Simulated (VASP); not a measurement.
Input of a VASP 6.6.1 run:

Contents of INCAR:

```
SYSTEM = SrO
  ALGO = Normal
  EDIFF = 1E-7
  EDIFFG = -0.04
  ENCUT = 600
  GGA = PE
  GGA_COMPAT = .FALSE.
  IBRION = 2
  ISIF = 3
  ISMEAR = 0
  LASPH = .TRUE.
  LCHARG = .FALSE.
  LREAL = .FALSE.
  LWAVE = .FALSE.
  NELM = 120
  NELMIN = 4
  NSW = 90
  PREC = Accurate
  SIGMA = 0.1
```

Contents of KPOINTS:

```
k-points
0
G
  6 6 6
  0 0 0
```

The input POSCAR:

```
SrO
1.0
    3.5325566186      0.0000000000      0.0000000000
   -1.7662783093      3.0592837720      0.0000000000
    0.0000000000      0.0000000000      3.2075938623
Sr O
1 1
Direct
    0.0000000000      0.0000000000      0.5000000000
    0.3333333333      0.6666666667      0.0000000000
```

Potentials or basis: VASP PAW PBE potentials, release 64 (Sr_sv, O).

Command:

```sh
$ cat potpaw_PBE.64/Sr_sv/POTCAR potpaw_PBE.64/O/POTCAR > POTCAR
$ mpirun -np 1 vasp_std > vasp.out
```

(1) Estimate the relaxed cell.

(2) Predict the relaxed volume.

Results:

(1) a = 3.541 Å, b = 3.541 Å, c = 3.215 Å, α = 90.00°, β = 90.00°, γ = 120.00°.

(2) 17.46 Å³/atom.
